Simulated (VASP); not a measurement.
A run of VASP 6.6.1 is set up as follows.

File POSCAR:

```
AlNi
1.0
    1.9618360246     -1.9618360246      0.0000000000
    1.9618360246      1.9618360246      0.0000000000
    0.0000000000      0.0000000000      2.7790202180
Al Ni
1 1
Direct
    0.0000000000      0.0000000000      0.0000000000
    0.5000000000      0.5000000000      0.5000000000
```

INCAR.step1

```
  PREC = Accurate
  ENCUT = 520
  ISMEAR = 0
  SIGMA = 0.1
  LREAL = F
  LASPH = T
  NELM = 80
  NBANDS = 14
  GGA = PE
  ALGO = Normal
  EDIFF = 1E-4
  LWAVE = T
  LCHARG = F
```

File INCAR.step2:

```
  PREC = Accurate
  ENCUT = 520
  EDIFF = 1E-7
  ISMEAR = 0
  SIGMA = 0.1
  LREAL = F
  LASPH = T
  NELM = 80
  ALGO = Normal
  ISIF = 2
  LWAVE = F
  LCHARG = F
  METAGGA = R2SCAN
  LMIXTAU = T
  NBANDS = 14
  ISTART = 1
```

The input KPOINTS:

```
regular mesh
0
Gamma
  16 16 14
```

Potentials or basis: VASP PAW PBE potentials, release 64 (Al, Ni).

The run is started by

```sh
$ cat potpaw_PBE.64/Al/POTCAR potpaw_PBE.64/Ni/POTCAR > POTCAR
$ cp INCAR.step1 INCAR
$ mpirun -np 1 vasp_std > vasp.out
$ cp INCAR.step2 INCAR
$ mpirun -np 1 vasp_std > vasp.out
```

Question: Predict the band gap on the k mesh.

Answer: Zero (an odd number of electrons rules out a gap without spin polarisation).

Question: Estimate the pressure.

Answer: 19.7 GPa.

Caveat: the cell stands under pressure; the PAW data sets were made with another functional, which shifts forces and pressure a little. Spin polarisation is off, so any magnetic state and its effect on volume and gap are missing.
